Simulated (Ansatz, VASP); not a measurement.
**One calculation of CoSi2, two programs**

INCAR

```
SYSTEM = CoSi2
ALGO     = Normal         ! electronic algorithm
EDIFF    = 1E-7           ! SCF threshold, eV
ENCUT    = 520            ! plane-wave cutoff, eV
GGA      = PE             ! functional
ISIF     = 2              ! what is computed and relaxed
ISMEAR   = -1             ! smearing method
ISPIN    = 2              ! spin polarisation
LASPH    = .True.         ! aspherical terms in the spheres
LCHARG   = .False.        ! write CHGCAR
LMAXMIX  = 4              ! l up to which the mixer works
LORBIT   = 11             ! projections on sites
LREAL    = .False.        ! projectors in reciprocal space
LWAVE    = .False.        ! write WAVECAR
MAGMOM   = 0.5 0 0        ! initial moments
NBANDS   = 20             ! bands
NELM     = 150            ! most SCF steps
PREC     = Accurate       ! precision mode
SIGMA    = 0.05           ! smearing width, eV
```

KPOINTS

```
k-points
0
Gamma
  11 11 11
  0 0 0
```

The input POSCAR:

```
CoSi2
1.0
    0.0000000000      2.5662844754      2.5662844754
    2.5662844754      0.0000000000      2.5662844754
    2.5662844754      2.5662844754      0.0000000000
Co Si
1 2
Direct
    0.0000000000      0.0000000000      0.0000000000
    0.2500000000      0.2500000000      0.2500000000
    0.7500000000      0.7500000000      0.7500000000
```

Input for Ansatz:

```yaml
crystal:
  lattice:
    - [0.0, 2.5662844754, 2.5662844754]
    - [2.5662844754, 0.0, 2.5662844754]
    - [2.5662844754, 2.5662844754, 0.0]
  atoms:
    - { symbol: Co, position: [0.0, 0.0, 0.0], spin: 0.5 }
    - { symbol: Si, position: [0.25, 0.25, 0.25] }
    - { symbol: Si, position: [0.75, 0.75, 0.75] }
magnetization:
  spin_polarized: true
kpoints:
  mp_grid: { grid: [11, 11, 11] }
scf:
  occupations: { method: fermi_dirac, width: 0.05 }
  lower_state_search: "off"
hamiltonian:
  xc: pbe
  pseudopotentials: { kind: paw }
output:
  forces: true
  stress: true
  eigenvalues: true
```

Change from the starting cell: volume scaled by 0.88, start moments a quarter as large, PAW files.

Alike in both runs: task single point; functional PBE; k mesh 11 × 11 × 11; occupations fermi-dirac, width 0.05 eV; collinear spin.

```csv
,VASP,Ansatz
version,VASP 6.6.1,Ansatz 0.2.0
potentials or method,"VASP PAW PBE potentials, release 64 (Co, Si)","PAW with Ansatz's default frozen-core files, scalar-relativistic"
plane-wave cutoff (eV),520,420
valence electrons in the cell,17,25
```

|  | VASP | Ansatz | Ansatz less VASP |
| --- | --- | --- | --- |
| pressure (GPa) | 30.9 | 31.1 | +0.23 |
| net moment per atom (μB) | 0.00 | 0.00 | 0.000 |

Both programs put the cell under a high pressure, so it lies far from rest at this level. With one functional, cell and mesh, what is left measures potentials, basis and numerics. VASP's potentials hold 17 valence electrons a cell and Ansatz's 25, so a difference there can come from the potentials and not from the codes. Ansatz's warnings: seeded moment not kept.
